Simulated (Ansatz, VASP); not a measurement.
## Si2W in VASP and in Ansatz

INCAR

```
SYSTEM = Si2W
ALGO = Normal
EDIFF = 1E-6
ENCUT = 520
GGA = PE
ISIF = 2
ISMEAR = 0
LASPH = .True.
LCHARG = .True.
LELF = .True.
LREAL = .False.
LVHAR = .True.
LWAVE = .False.
NBANDS = 43
NELM = 80
PREC = Accurate
SIGMA = 0.03
```

Contents of KPOINTS:

```
k-points
0
Gamma
  9 9 6
  0 0 0
```

File POSCAR:

```
Si2W
1.0
    4.4975331999      0.0000000000      0.0000000000
   -2.2487666000      3.8949780055      0.0000000000
    0.0000000000      0.0000000000      6.9968123992
Si W
6 3
Direct
    0.8425991990      0.6851983979      0.5000000000
    0.1574008010      0.8425991990      0.8333333333
    0.6851983979      0.8425991990      0.1666666667
    0.1574008010      0.3148016021      0.5000000000
    0.8425991990      0.1574008010      0.8333333333
    0.3148016021      0.1574008010      0.1666666667
    0.0000000000      0.5000000000      0.1666666667
    0.5000000000      0.5000000000      0.8333333333
    0.5000000000      0.0000000000      0.5000000000
```

Input for Ansatz:

```yaml
crystal:
  lattice:
    - [4.4975331999, 0.0, 0.0]
    - [-2.2487666, 3.8949780055, 0.0]
    - [0.0, 0.0, 6.9968123992]
  atoms:
    - { symbol: Si, position: [0.842599199, 0.6851983979, 0.5] }
    - { symbol: Si, position: [0.157400801, 0.842599199, 0.8333333333] }
    - { symbol: Si, position: [0.6851983979, 0.842599199, 0.1666666667] }
    - { symbol: Si, position: [0.157400801, 0.3148016021, 0.5] }
    - { symbol: Si, position: [0.842599199, 0.157400801, 0.8333333333] }
    - { symbol: Si, position: [0.3148016021, 0.157400801, 0.1666666667] }
    - { symbol: W, position: [0.0, 0.5, 0.1666666667] }
    - { symbol: W, position: [0.5, 0.5, 0.8333333333] }
    - { symbol: W, position: [0.5, 0.0, 0.5] }
basis:
  ecutwfc: 420
kpoints:
  mp_grid: { grid: [9, 9, 6] }
hamiltonian:
  xc: pbe
  pseudopotentials: { kind: paw, azcp: { folder: soft_1 } }
scf:
  occupations: { method: gaussian, width: 0.03 }
output:
  forces: true
  stress: true
  eigenvalues: true
```

Alike in both runs: task single point; functional PBE; k mesh 9 × 9 × 6; occupations gaussian, width 0.03 eV; no spin polarisation.

|  | VASP | Ansatz |
| --- | --- | --- |
| version | VASP 6.6.1 | Ansatz 0.2.0 |
| potentials or method | VASP PAW PBE potentials, release 64 (Si, W_sv), cutoff 520 eV | scalar-relativistic, plane waves, PAW |
| valence electrons in the cell | 66 | 66 |

Ansatz gave:

- gap on the k mesh at the Fermi level (eV): 0.34
- least direct gap on the mesh (eV): 0.85
- pressure (GPa): 1.4
- traceless stress, the component that is largest in VASP (GPa): -12.93
- rms of the force components (eV/Å): 0.524

Which values does VASP return?

gap on the k mesh at the Fermi level (eV): 0.34; least direct gap on the mesh (eV): 0.85; pressure (GPa): 1.4; traceless stress, the component that is largest in VASP (GPa): -12.94; rms of the force components (eV/Å): 0.522.

Atom by atom the forces differ by 0.002 eV/Å (rms over components).

Spin-orbit coupling is off throughout.
